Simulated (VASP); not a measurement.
# Dy2BiP3 (P-6m2) in VASP: relaxation of cell and atoms with PBE

Aim: the relaxation of cell and atoms of Dy2BiP3 with PBE.

All numbers are computed with VASP 6.6.1; they aren't measurements. Logs are shortened: lines on timing, memory, paths and dates and some standing lists are left out, and cuts for length are marked.

**1. The cell of the first run**

The structure is hexagonal, space group P-6m2 (No. 187). The conventional cell has a = 4.532 Å, b = 4.532 Å, c = 7.640 Å, α = 90.00°, β = 90.00°, γ = 120.00°. Dy (site symmetry 3m) has 9 P at 3.09 to 3.41 Å and 1 Dy at 3.27 Å and 3 Bi at 3.41 Å within 4.1 Å. Within 3.5 Å of Bi (site symmetry -6m2) lie 3 P at 2.62 Å and 6 Dy at 3.41 Å. P (site symmetry -6m2) has 3 P at 2.62 Å and 6 Dy at 3.09 Å within 3.5 Å. Within 3.5 Å of P (site symmetry -6m2) lie 3 Bi at 2.62 Å and 6 Dy at 3.41 Å. Within 3.5 Å of P (site symmetry -6m2) lie 3 P at 2.62 Å and 6 Dy at 3.09 Å.

The cell was built from a structure type or drawn by symmetry, and may not be a known phase.

**2. Relaxation of cell and atoms, PBE**

File INCAR:

```
SYSTEM = Dy2BiP3
PREC     = Accurate       ! precision mode
ENCUT    = 500            ! plane-wave cutoff, eV
EDIFF    = 1E-7           ! SCF threshold, eV
ISMEAR   = 0              ! smearing method
SIGMA    = 0.1            ! smearing width, eV
LREAL    = .False.        ! projectors in reciprocal space
LASPH    = .True.         ! aspherical terms in the spheres
NELM     = 200            ! most SCF steps
ALGO     = Normal         ! electronic algorithm
ISIF     = 3              ! what is computed and relaxed
LWAVE    = .False.        ! write WAVECAR
LCHARG   = .False.        ! write CHGCAR
GGA      = PE             ! functional
IBRION   = 2              ! ionic algorithm
NSW      = 100            ! ionic steps
EDIFFG   = -0.01          ! ionic threshold
GGA_COMPAT= .False.      
NELMIN   = 4            
LMAXMIX  = 6              ! l up to which the mixer works
```

File KPOINTS:

```
regular mesh
0
Gamma
  12 12 6
  0 0 0
```

File POSCAR:

```
Dy2BiP3
1.0
    4.5316978609      0.0000000000      0.0000000000
   -2.2658489305      3.9245654698      0.0000000000
    0.0000000000      0.0000000000      7.6398226839
Dy Bi P
2 1 3
Direct
    0.3333333333      0.6666666667      0.2859751171
    0.3333333333      0.6666666667      0.7140248829
    0.6666666667      0.3333333333      0.0000000000
    0.6666666667      0.3333333333      0.5000000000
    0.0000000000      0.0000000000      0.0000000000
    0.0000000000      0.0000000000      0.5000000000
```

Potentials or basis: VASP PAW PBE potentials, release 64 (Dy_3, Bi_d, P), 4f in core.

Command:

```bash
cat potpaw_PBE.64/Dy_3/POTCAR potpaw_PBE.64/Bi_d/POTCAR potpaw_PBE.64/P/POTCAR > POTCAR
mpirun -np 1 vasp_std > vasp.out
```

OUTCAR:

```text
SYSTEM = Dy2BiP3
   PREC = Accurate
   ENCUT = 500
   EDIFF = 1E-7
   ISMEAR = 0
   LREAL = .False.
   LASPH = .True.
   NELM = 200
   ISIF = 3
   GGA = PE
   IBRION = 2
   NSW = 100
   EDIFFG = -0.01
   NELMIN = 4

 ion  position               nearest neighbor table
   1  0.333  0.667  0.286-   4 3.09   4 3.09   6 3.09   6 3.09   6 3.09   4 3.09   2 3.27   3 3.41
                             3 3.41   3 3.41
   2  0.333  0.667  0.714-   4 3.09   4 3.09   6 3.09   6 3.09   6 3.09   4 3.09   1 3.27   3 3.41
                             3 3.41   3 3.41
   3  0.667  0.333  0.000-   5 2.62   5 2.62   5 2.62   2 3.41   1 3.41   2 3.41   1 3.41   1 3.41
                             2 3.41
   4  0.667  0.333  0.500-   6 2.62   6 2.62   6 2.62   2 3.09   1 3.09   2 3.09   1 3.09   1 3.09
                             2 3.09
   5  0.000  0.000  0.000-   3 2.62   3 2.62   3 2.62
   6  0.000  0.000  0.500-   4 2.62   4 2.62   4 2.62   1 3.09   2 3.09   1 3.09   2 3.09   1 3.09
                             2 3.09

  LATTYP: Found a hexagonal cell.
 ALAT       =     4.5316978609
 C/A-ratio  =     1.6858632059

  Lattice vectors:

 A1 = (   4.5316978609,   0.0000000000,   0.0000000000)
 A2 = (  -2.2658489305,   3.9245654698,   0.0000000000)
 A3 = (   0.0000000000,   0.0000000000,   7.6398226839)

Analysis of symmetry for initial positions (statically):
=====================================================================
 Subroutine PRICEL returns:
 Original cell was already a primitive cell.

 Routine SETGRP: Setting up the symmetry group for a
 hexagonal supercell.

 Subroutine GETGRP returns: Found 12 space group operations
 (whereof 12 operations were pure point group operations)
 out of a pool of 24 trial point group operations.

The static configuration has the point symmetry D_3h.

Analysis of symmetry for dynamics (positions and initial velocities):
=====================================================================
 Subroutine PRICEL returns:
 Original cell was already a primitive cell.

 Routine SETGRP: Setting up the symmetry group for a
 hexagonal supercell.

 Subroutine GETGRP returns: Found 12 space group operations
 (whereof 12 operations were pure point group operations)
 out of a pool of 24 trial point group operations.

The dynamic configuration has the point symmetry D_3h.

 Subroutine INISYM returns: Found 12 space group operations
 (whereof 12 operations are pure point group operations),
 and found     1 'primitive' translations

----------------------------------------------------------------------------------------

                                     Primitive cell

  volume of cell :     135.8738

  direct lattice vectors                    reciprocal lattice vectors
     4.531697861  0.000000000  0.000000000     0.220667845  0.127402640  0.000000000
    -2.265848930  3.924565470  0.000000000     0.000000000  0.254805279  0.000000000
     0.000000000  0.000000000  7.639822684     0.000000000  0.000000000  0.130893090

  length of vectors
     4.531697861  4.531697861  7.639822684     0.254805279  0.254805279  0.130893090

  position of ions in fractional coordinates (direct lattice)
     0.333333333  0.666666667  0.285975117
     0.333333333  0.666666667  0.714024883
     0.666666667  0.333333333  0.000000000
     0.666666667  0.333333333  0.500000000
     0.000000000  0.000000000  0.000000000
     0.000000000  0.000000000  0.500000000

  ion indices of the primitive-cell ions
   primitive index   ion index
                 1           1
                 2           2
                 3           3
                 4           4
                 5           5
                 6           6

----------------------------------------------------------------------------------------

 KPOINTS: regular mesh

Automatic generation of k-mesh.
 Grid dimensions read from file:
 generate k-points for:   12   12    6

 Generating k-lattice:

  Cartesian coordinates                     Fractional coordinates (reciprocal lattice)
     0.018388987  0.010616887  0.000000000     0.083333333  0.000000000  0.000000000
     0.000000000  0.021233773  0.000000000     0.000000000  0.083333333  0.000000000
     0.000000000  0.000000000  0.021815515     0.000000000  0.000000000  0.166666667

  Length of vectors
     0.021233773  0.021233773  0.021815515

  Shift w.r.t. Gamma in fractional coordinates (k-lattice)
     0.000000000  0.000000000  0.000000000

 Subroutine IBZKPT returns following result:
 ===========================================

 Found     76 irreducible k-points:

 Following reciprocal coordinates:
            Coordinates               Weight
  0.000000  0.000000  0.000000      1.000000
  0.083333 -0.000000  0.000000      6.000000
  0.166667  0.000000  0.000000      6.000000
  0.250000 -0.000000  0.000000      6.000000
  0.333333 -0.000000  0.000000      6.000000
  0.416667  0.000000  0.000000      6.000000
[... 16 lines left out ...]
  0.250000 -0.000000  0.166667     12.000000
  0.333333 -0.000000  0.166667     12.000000
 [... further k-points ...]
   k-points           NKPTS =     76   k-points in BZ     NKDIM =     76   number of bands    NBANDS=     28
   number of dos      NEDOS =    301   number of ions     NIONS =      6
   total plane-waves  NPLWV =  72576
   dimension x,y,z NGX =    36 NGY =   36 NGZ =   56
   dimension x,y,z NGXF=    72 NGYF=   72 NGZF=  112
   ions per type =               2   1   3
   NGX,Y,Z   is equivalent  to a cutoff of  13.21, 13.21, 12.19 a.u.
   NGXF,Y,Z  is equivalent  to a cutoff of  26.41, 26.41, 24.37 a.u.
 SYSTEM =  Dy2BiP3
   PREC   = accura    normal or accurate (medium, high low for compatibility)
   ISTART =      0    job   : 0-new  1-cont  2-samecut
   ICHARG =      2    charge: 1-file 2-atom 10-const
   ISPIN  =      1    spin polarized calculation?
   LNONCOLLINEAR =      F non collinear calculations
   LSORBIT =      F    spin-orbit coupling
   LASPH  =      T    aspherical Exc in radial PAW
   ENCUT  =  500.0 eV  36.75 Ry    6.06 a.u.   8.26  8.26 13.93*2*pi/ulx,y,z
   NELM   =    200;   NELMIN=  4; NELMDL= -5     # of ELM steps
   EDIFF  = 0.1E-06   stopping-criterion for ELM
   LREAL  =      F    real-space projection
   EDIFFG = -.1E-01   stopping-criterion for IOM
   NSW    =    100    number of steps for IOM
   IBRION =      2    ionic relax: 0-MD 1-quasi-New 2-CG
   NFREE  =      1    steps in history (QN), initial steepest desc. (CG)
   ISIF   =      3    stress and relaxation
   ISYM   =      2    0-nonsym 1-usesym 2-fastsym
   POTIM  = 0.5000    time-step for ionic-motion
   TEBEG  =    0.0;   TEEND  =   0.0 temperature during run
   PSTRESS=    0.0 pullay stress
   NELECT =      48.0000    total number of electrons
   NUPDOWN=      -1.0000    fix difference up-down
   EMIN   =  10.00;   EMAX   =-10.00  energy-range for DOS
   EFERMI =   0.00;   METHOD = LEGACY
   ISMEAR =     0;   SIGMA  =   0.10  broadening in eV -4-tet -1-fermi 0-gaus
   EFERMI_NEDOS =   21; number of points for ismear=-14 and -15
   IALGO  =     38    algorithm
   IMIX   =      4    mixing-type and parameters
     AMIX     =   0.40;   BMIX     =  1.00
     AMIX_MAG =   1.60;   BMIX_MAG =  1.00
  volume/ion in A,a.u.               =      22.65       152.82
  Fermi-wavevector in a.u.,A,eV,Ry     =   1.157293  2.186967 18.222650  1.339327
  Thomas-Fermi vector in A             =   2.293906
   LORBIT       =      0    0 simple, 1 ext, 2 COOP (PROOUT), +10 PAW based schemes
   GGA     = PE    functional components
   LHFCALC =     F    Hartree Fock is set to
   AEXX    =    0.0000 exact exchange contribution
   IVDW    =     0    specifies the selected vdW correction
   LEPSILON=     F    determine dielectric tensor
   LRPA    =     F    only Hartree local field effects (RPA)
 conjugate gradient relaxation of ions
 non-spin polarized calculation
 Gauss-broadening in eV      SIGMA  =   0.10
  energy-cutoff  :      500.00
  volume of cell :      135.87
 maximum number of plane-waves:      3484
 NGX is ok and might be reduce to    36
   NGX = 17   NGY = 17   NGZ = 27

--------------------------------------- Ionic step        1  -------------------------------------------

 number of electron      47.9999999 magnetization

 Free energy of the ion-electron system (eV)
  ---------------------------------------------------
  ext. energy  EPLUGINS =         0.00000000
  ---------------------------------------------------
  free energy    TOTEN  =       -31.49898791 eV

  energy without entropy =      -31.48673445  energy(sigma->0) =      -31.49286118

------------------------ aborting loop because EDIFF is reached ----------------------------------------

  FORCE on cell =-STRESS in cart. coord.  units (eV):
  Direction    XX          YY          ZZ          XY          YZ          ZX
  --------------------------------------------------------------------------------------
  -------------------------------------------------------------------------------------
  Total       -0.1930585     -0.1930585      0.2514054      0.0000000      0.0000000     -0.0000000
  in kB       -2.2764790     -2.2764790      2.9644863      0.0000000      0.0000000     -0.0000000
  external PRESSURE =      -0.5294905 kB  Pullay stress =       0.0000000 kB
[... 225 lines left out ...]
  energy  without entropy=      -31.4905397871  energy(sigma->0) =      -31.49614682

--------------------------------------- Ionic step        7  -------------------------------------------

 number of electron      47.9999999 magnetization

 Free energy of the ion-electron system (eV)
  ---------------------------------------------------
  ext. energy  EPLUGINS =         0.00000000
  ---------------------------------------------------
  free energy    TOTEN  =       -31.50177863 eV

  energy without entropy =      -31.49060665  energy(sigma->0) =      -31.49619264

 E-fermi :   6.5871     XC(G=0): -10.4322

 val. band max:        6.5584236696   @ k =   0.4167   0.0833   0.0000
 cond. band min:       6.6048511944   @ k =   0.0833  -0.0000   0.1667
 fundamental gap:      0.0464275248
 Fermi energy:         6.5871058471

 k-point     1 :       0.0000    0.0000    0.0000
  band No.  band energies     occupation
      1     -17.7028      2.00000
      2     -17.4415      2.00000
      3     -17.4415      2.00000
      4     -17.3909      2.00000
      5     -17.3909      2.00000
      6     -17.2818      2.00000
[... 733 lines left out ...]
     27       8.0927      0.00000
     28       8.3152      0.00000

 [... further k-points ...]

------------------------ aborting loop because EDIFF is reached ----------------------------------------

  FORCE on cell =-STRESS in cart. coord.  units (eV):
  Direction    XX          YY          ZZ          XY          YZ          ZX
  --------------------------------------------------------------------------------------
  -------------------------------------------------------------------------------------
  Total       -0.0012333     -0.0012333     -0.0157827      0.0000000      0.0000000      0.0000000
  in kB       -0.0144886     -0.0144886     -0.1854102      0.0000000      0.0000000      0.0000000
  external PRESSURE =      -0.0714625 kB  Pullay stress =       0.0000000 kB
[... 21 lines left out ...]
  FREE ENERGIE OF THE ION-ELECTRON SYSTEM (eV)
  ---------------------------------------------------
  free  energy   TOTEN  =       -31.5017786290 eV

  energy  without entropy=      -31.4906066522  energy(sigma->0) =      -31.49619264

 reached required accuracy - stopping structural energy minimisation
```

Run time: 7.6 min. Hardware: 1 thread of Intel Xeon 6975P-C (Granite Rapids), shared host; peak memory 0.45 GiB.

Results:

* Free energy: -31.5018 eV
* Relaxed volume: 22.73 Å³/atom
* Relaxed cell: a = 4.523 Å, b = 4.523 Å, c = 7.697 Å, α = 90.00°, β = 90.00°, γ = 120.00°
* Space group after relaxing (to 0.1 Å): P-6m2 (No. 187)
* Energy gained by relaxing: 0.5 meV/atom
* Ionic steps: 7
* Pressure after relaxing: 0.0 GPa
* Band gap on the k mesh: zero (bands 24 and 25 overlap by 2.03 eV)

The path:
```csv
step,energy change (eV),largest force (eV/Å),pressure (GPa),volume (Å³)
1,0.0000,0.0757,-0.05,135.87
2,-0.0012,0.0688,0.12,135.73
3,-0.0014,0.0629,0.25,135.61
4,-0.0022,0.0524,0.11,135.98
5,-0.0026,0.0384,-0.08,136.46
6,-0.0028,0.0117,-0.03,136.41
7,-0.0028,0.0005,-0.01,136.38
```

Final structure:
```cif
data_structure
_symmetry_space_group_name_H-M 'P 1'
_symmetry_Int_Tables_number 1
_cell_length_a 4.5233
_cell_length_b 4.5233
_cell_length_c 7.6970
_cell_angle_alpha 90.000
_cell_angle_beta 90.000
_cell_angle_gamma 120.000
_cell_volume 136.38
loop_
_atom_site_label
_atom_site_type_symbol
_atom_site_fract_x
_atom_site_fract_y
_atom_site_fract_z
_atom_site_occupancy
Dy1 Dy 0.33333 0.66667 0.28864 1
Dy2 Dy 0.33333 0.66667 0.71136 1
Bi1 Bi 0.66667 0.33333 0.00000 1
P1 P 0.66667 0.33333 0.50000 1
P2 P 0.00000 0.00000 0.00000 1
P3 P 0.00000 0.00000 0.50000 1
```

Levels at points of the mesh, in eV from the Fermi level:
| k point | band 22 | band 23 | band 24 | band 25 | band 26 | band 27 |
| --- | --- | --- | --- | --- | --- | --- |
| (0.00, 0.00, 0.00) | -1.97 | -1.97 | -0.75 | -0.05 | 0.05 | 0.05 |
| (0.50, 0.00, 0.00) | -1.98 | 0.12 | 0.89 | 1.05 | 1.45 | 2.17 |
| (0.00, 0.00, 0.50) | -1.72 | -1.72 | -0.58 | -0.58 | 0.18 | 0.67 |
| (0.50, 0.00, 0.50) | -2.57 | -1.98 | 1.01 | 1.42 | 1.70 | 2.04 |

Caveat: spin-orbit coupling is left out, which moves the levels of the heavy elements; the 4f electrons are frozen in the core, so they carry no moment and show no levels. Spin polarisation is off, so any magnetic state and its effect on volume and gap are missing.
